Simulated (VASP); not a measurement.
# ZrB2: single point with PBEsol

ZrB2:

```
CELL_PARAMETERS angstrom
2.96915 0.00000 0.00000
-1.48458 2.57136 0.00000
0.00000 0.00000 3.95907
ATOMIC_POSITIONS crystal
Zr 0.00000 0.00000 0.00000
B 0.33333 0.66667 0.50000
B 0.66667 0.33333 0.50000
```

```yaml
Program: VASP 6.6.1
Task: single point
Functional: PBEsol
Potentials_or_basis: VASP PAW PBE potentials, release 64 (Zr_sv, B)
Cutoff: 520 eV
k_mesh: 18 × 18 × 12
Occupations: gaussian, width 0.15 eV
Spin: no spin polarisation
Dipole_correction: no
Further_INCAR_settings: ALGO = Normal; EDIFF = 1e-06; NBANDS = 16
```

```yaml
Pressure: 6.3 GPa
Band_gap_on_the_k_mesh: zero (bands 9 and 10 overlap by 0.85 eV)
```

Stress tensor (GPa, compression positive):
```
 26.45   0.00   0.00
  0.00  26.45   0.00
  0.00   0.00 -34.12
```

Levels at points of the mesh, in eV from the Fermi level:
| k point | band 7 | band 8 | band 9 | band 10 | band 11 | band 12 |
| --- | --- | --- | --- | --- | --- | --- |
| (0.00, 0.00, 0.00) | -2.86 | -0.94 | -0.94 | 3.41 | 3.41 | 4.23 |
| (0.50, 0.00, 0.00) | -4.32 | -2.51 | -2.17 | 2.40 | 2.80 | 5.42 |
| (0.00, 0.00, 0.50) | -0.38 | 0.41 | 0.41 | 1.18 | 1.18 | 2.51 |
| (0.50, 0.00, 0.50) | -3.76 | -3.24 | -1.31 | 2.32 | 4.16 | 5.70 |

Run time: 35 s on 1 thread of Intel(R) Xeon(R) 6975P-C (Granite Rapids) (shared host), peak memory 0.24 GiB.

Caveat: the cell stands under pressure; the PAW data sets were made with another functional, which shifts forces and pressure a little.
